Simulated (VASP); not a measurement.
Input of a VASP 6.6.1 run:

File INCAR:

```
PREC = Accurate
ENCUT = 520
EDIFF = 1E-7
ISMEAR = 0
SIGMA = 0.02
LREAL = F
LASPH = T
NELM = 60
ALGO = Normal
ISIF = 2
LWAVE = F
LCHARG = T
GGA = PE
LELF = T
LVHAR = T
NBANDS = 25
```

File KPOINTS:

```
Automatic mesh
0
Gamma
  6 6 6
```

POSCAR

```
CO2
1.0
    4.7360023065      0.0000000000      0.0000000000
    0.0000000000      4.7360023065      0.0000000000
    0.0000000000      0.0000000000      5.0465802287
C O
2 4
Direct
    0.5000000000      0.5000000000      0.5000000000
    0.0000000000      0.0000000000      0.0000000000
    0.3253334346      0.6746665654      0.5000000000
    0.6746665654      0.3253334346      0.5000000000
    0.1746665654      0.1746665654      0.0000000000
    0.8253334346      0.8253334346      0.0000000000
```

Potentials or basis: VASP PAW PBE potentials, release 64 (C, O).

Launch:

```sh
$ cat potpaw_PBE.64/C/POTCAR potpaw_PBE.64/O/POTCAR > POTCAR
$ mpirun -np 1 vasp_std > vasp.out
```

Q: Predict the largest force.

A: 0.630 eV/Å.

Q: Estimate the pressure.

A: 1.2 GPa.

Q: What does it give for the band gap on the k mesh?

A: 6.50 eV, indirect (least direct gap 6.70 eV).

Forces in eV/Å, atoms in the order of the input:
```
C    0.000  0.000  0.000
C    0.000  0.000  0.000
O   -0.445  0.445  0.000
O    0.445 -0.445  0.000
O    0.445  0.445  0.000
O   -0.445 -0.445  0.000
```

A k mesh can miss the band edges. PBE gaps usually lie below the measured ones, often by a third to a half.
